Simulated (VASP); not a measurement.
**CoSi2: single point with PBEsol**

The system is CoSi2.

```
Co Si
1.0
     0.00000    2.65624    2.65624
     2.65624    0.00000    2.65624
     2.65624    2.65624    0.00000
Co Si
1 2
Direct
  0.00000 0.00000 0.00000
  0.25000 0.25000 0.25000
  0.75000 0.75000 0.75000
```

```yaml
Program: VASP 6.6.1
Task: single point
Functional: PBEsol
Potentials_or_basis: VASP PAW PBE potentials, release 64 (Co, Si)
Cutoff: 520 eV
k_mesh: 14 × 14 × 14
Occupations: gaussian, width 0.1 eV
Spin: no spin polarisation
```

```
Pressure               : 0.1 GPa
Band gap on the k mesh : zero (an odd number of electrons rules out a gap without spin polarisation)
```

Levels at points of the mesh, in eV from the Fermi level:
| k point | band 7 | band 8 | band 9 | band 10 | band 11 | band 12 |
| --- | --- | --- | --- | --- | --- | --- |
| (0.00, 0.00, 0.00) | 1.02 | 3.42 | 3.42 | 3.42 | 3.51 | 3.51 |
| (0.50, 0.00, 0.00) | -1.72 | -0.49 | -0.49 | 2.72 | 3.48 | 3.48 |
| (0.50, 0.50, 0.00) | -2.06 | -2.02 | -1.40 | 1.67 | 2.87 | 8.60 |

Run time: 42 s on 1 thread of AMD EPYC 9R14 (Zen 4) (shared host), peak memory 0.16 GiB.

Caveat: the PAW data sets were made with another functional, which shifts forces and pressure a little; the run has no spin polarisation, though such a crystal can be magnetic. Spin polarisation is off, so any magnetic state and its effect on volume and gap are missing.
